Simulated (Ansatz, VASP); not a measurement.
**BN: VASP beside Ansatz**

The input INCAR:

```
SYSTEM = BN
PREC = Accurate
ENCUT = 520
EDIFF = 1E-6
ISMEAR = 0
SIGMA = 0.02
LREAL = .FALSE.
LASPH = .TRUE.
NELM = 80
ALGO = Normal
ISIF = 2
LWAVE = .FALSE.
LCHARG = .FALSE.
LDIPOL = .TRUE.
IDIPOL = 3
DIPOL = 0.5 0.5 0.500
GGA = PE
IVDW = 12
NBANDS = 11
```

The input KPOINTS:

```
Automatic mesh
0
G
  12 12 1
  0 0 0
```

The input POSCAR:

```
BN
1.0
    2.5450000000      0.0000000000      0.0000000000
   -1.2725000000      2.2040346526      0.0000000000
    0.0000000000      0.0000000000     26.0000000000
B N
1 1
Direct
    0.0000000000      0.0000000000      0.5055000000
    0.6666666667      0.3333333333      0.4945000000
```

Input for Ansatz:

```yaml
crystal:
  lattice:
    - [2.545, 0.0, 0.0]
    - [-1.2725, 2.2040346526, 0.0]
    - [0.0, 0.0, 26.0]
  atoms:
    - { symbol: B, position: [0.0, 0.0, 0.5055] }
    - { symbol: "N", position: [0.6666666667, 0.3333333333, 0.4945] }
  periodic: [true, true, false]
basis:
  ecutwfc: 420
kpoints:
  mp_grid: { grid: [12, 12, 1] }
hamiltonian:
  xc: pbe
  dispersion: d3bj
scf:
  occupations: { method: gaussian, width: 0.02 }
output:
  forces: true
  stress: true
  eigenvalues: true
  write_density: true
  write_potential: true
  elf: true
  volumetric_format: npy
```

Alike in both runs: task single point; functional PBE; dispersion D3(BJ); k mesh 12 × 12 × 1; occupations gaussian, width 0.02 eV; no spin polarisation.

```csv
,VASP,Ansatz
version,VASP 6.6.1,Ansatz 0.2.0
potentials or method,"VASP PAW PBE potentials, release 64 (B, N), cutoff 520 eV","scalar-relativistic, plane waves, PAW"
valence electrons in the cell,8,8
```

Ansatz gave:

| Item | Value |
| --- | --- |
| gap on the k mesh at the Fermi level (eV) | 3.74 |
| least direct gap on the mesh (eV) | 4.13 |
| rms of the force components (eV/Å) | 2.396 |

**Question.** Which values does VASP return?

**Answer.** gap on the k mesh at the Fermi level (eV): 3.74; least direct gap on the mesh (eV): 4.12; rms of the force components (eV/Å): 2.398.

Atom by atom the forces differ by 0.002 eV/Å (rms over components). Ansatz's warnings: xc potential rough in thin density.
